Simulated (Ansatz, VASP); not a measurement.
**One calculation of FeRu, two programs**

Contents of INCAR:

```
SYSTEM = FeRu
PREC     = Accurate       ! precision mode
ENCUT    = 520            ! plane-wave cutoff, eV
EDIFF    = 1E-6           ! SCF threshold, eV
ISMEAR   = -1             ! smearing method
SIGMA    = 0.05           ! smearing width, eV
LREAL    = .FALSE.        ! projectors in reciprocal space
LASPH    = .TRUE.         ! aspherical terms in the spheres
NELM     = 60             ! most SCF steps
ALGO     = Normal         ! electronic algorithm
ISIF     = 2              ! what is computed and relaxed
LWAVE    = .FALSE.        ! write WAVECAR
LCHARG   = .FALSE.        ! write CHGCAR
GGA      = CA             ! functional
NBANDS   = 18             ! bands
```

File KPOINTS:

```
regular mesh
0
G
  12 12 7
  0 0 0
```

POSCAR

```
FeRu
1.0
    2.6428014205      0.0000000000      0.0000000000
   -1.3214007102      2.2887331673      0.0000000000
    0.0000000000      0.0000000000      4.0702270000
Fe Ru
1 1
Direct
    0.0000000000      0.0000000000      0.5000000000
    0.6666666667      0.3333333333      0.0000000000
```

Input for Ansatz:

```yaml
crystal:
  lattice:
    - [2.6428014205, 0.0, 0.0]
    - [-1.3214007102, 2.2887331673, 0.0]
    - [0.0, 0.0, 4.070227]
  atoms:
    - { symbol: Fe, position: [0.0, 0.0, 0.5] }
    - { symbol: Ru, position: [0.6666666667, 0.3333333333, 0.0] }
kpoints:
  mp_grid: { grid: [12, 12, 7] }
scf:
  occupations: { method: fermi_dirac, width: 0.05 }
hamiltonian:
  xc: lda
  pseudopotentials: { kind: paw }
output:
  forces: true
  stress: true
  eigenvalues: true
```

Alike in both runs: task single point; functional LDA; k mesh 12 × 12 × 7; occupations fermi-dirac, width 0.05 eV; no spin polarisation.

```csv
,VASP,Ansatz
version,VASP 6.6.1,Ansatz 0.2.0
potentials or method,"VASP PAW LDA potentials, release 64 (Fe, Ru_pv)","PAW with Ansatz's default frozen-core files, scalar-relativistic"
plane-wave cutoff (eV),520,420
valence electrons in the cell,22,32
```

Ansatz gave:

```
pressure (GPa)                                                : -20.3
traceless stress, the component that is largest in VASP (GPa) : 0.47
```

Problem. Which values does VASP return?

Solution. Pressure (GPa): -19.8; traceless stress, the component that is largest in VASP (GPa): 0.27.

LDA's correlation is that of Perdew and Zunger in VASP and of Perdew and Wang (1992) in Ansatz. VASP's potentials hold 22 valence electrons a cell and Ansatz's 32, so a difference there can come from the potentials and not from the codes.
